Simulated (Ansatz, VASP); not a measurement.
CdS: VASP beside Ansatz

INCAR

```
ALGO = Normal
EDIFF = 1E-6
ENCUT = 520
ISIF = 2
ISMEAR = 0
LASPH = True
LCHARG = False
LREAL = False
LWAVE = False
NBANDS = 16
NELM = 100
PREC = Accurate
SIGMA = 0.01
```

File KPOINTS:

```
k-points
0
Gamma
  4 4 4
```

File POSCAR:

```
CdS
1.0
    0.0000000000      2.9392138883      2.9392138883
    2.9392138883      0.0000000000      2.9392138883
    2.9392138883      2.9392138883      0.0000000000
Cd S
1 1
Direct
    0.0000000000      0.0000000000      0.0000000000
    0.2500000000      0.2500000000      0.2500000000
```

Input for Ansatz:

```yaml
crystal:
  lattice:
    - [0.0, 2.9392138883, 2.9392138883]
    - [2.9392138883, 0.0, 2.9392138883]
    - [2.9392138883, 2.9392138883, 0.0]
  atoms:
    - { symbol: Cd, position: [0.0, 0.0, 0.0] }
    - { symbol: S, position: [0.25, 0.25, 0.25] }
kpoints:
  mp_grid: { grid: [4, 4, 4] }
hamiltonian:
  xc: lda
scf:
  occupations: { method: fixed }
output:
  optics:
    e_range: [0, 6]
    de: 0.2
    sigma: 0.03
    scissors: 0.6
    scheme: gaussian
    bands: { spectra_wanted_up_to: 6 }
  write_density: true
  write_potential: true
  elf: true
  volumetric_format: npy
```

Alike in both runs: task single point; functional LDA; k mesh 4 × 4 × 4; no spin polarisation.

```csv
,VASP,Ansatz
version,VASP 6.6.1,Ansatz 0.2.0
potentials or method,"VASP PAW LDA potentials, release 64 (Cd, S)","plane waves, PAW"
plane-wave cutoff (eV),520,420
occupations,"gaussian, width 0.01 eV",fixed
valence electrons in the cell,18,26
```

|  | VASP | Ansatz | Ansatz less VASP |
| --- | --- | --- | --- |
| gap on the k mesh at the Fermi level (eV) | 0.82 | 0.80 | -0.027 |

LDA's correlation is that of Perdew and Zunger in VASP and of Perdew and Wang (1992) in Ansatz. VASP's potentials hold 18 valence electrons a cell and Ansatz's 26, so a difference there can come from the potentials and not from the codes.

The k mesh is coarse, so the values compare programs but aren't converged.
